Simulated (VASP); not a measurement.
Input of a VASP 6.6.1 run:

The input INCAR:

```
SYSTEM = C
ALGO = Normal ; EDIFF = 1E-7
EDIFFG = -0.04 ; ENCUT = 1300
GGA = PS ; GGA_COMPAT = .FALSE.
IBRION = 2 ; ISIF = 3
ISMEAR = 0 ; LASPH = .TRUE.
LCHARG = .FALSE. ; LREAL = .FALSE.
LWAVE = .FALSE. ; NELM = 120
NELMIN = 4 ; NSW = 90
PREC = Accurate ; SIGMA = 0.1
```

The input KPOINTS:

```
k-points
0
G
  10 10 10
  0 0 0
```

Contents of POSCAR:

```
C
1.0
   -1.2309364123      1.2309364123      1.8726901807
    1.2309364123     -1.2309364123      1.8726901807
    1.2309364123      1.2309364123     -1.8726901807
C
1
Direct
    0.0000000000      0.0000000000      0.0000000000
```

Potentials or basis: VASP PAW PBE potentials, release 64 (C_h).

Run with:

```bash
$ cat potpaw_PBE.64/C_h/POTCAR > POTCAR
$ mpirun -np 1 vasp_std > vasp.out
```

Q: What does it give for the relaxed volume?

A: 7.62 Å³/atom.

Q: Estimate the relaxed cell.

A: a = 3.161 Å, b = 3.161 Å, c = 3.161 Å, α = 150.54°, β = 150.54°, γ = 42.15°.

Final structure:
```
CELL_PARAMETERS angstrom
-0.80367 0.80367 2.94934
0.80367 -0.80367 2.94934
0.80367 0.80367 -2.94934
ATOMIC_POSITIONS crystal
C 0.00000 0.00000 0.00000
```

Caveat: the volume moved by over 15 % at a fixed basis, so the end points are rough; the PAW data sets were made with another functional, which shifts forces and pressure a little.
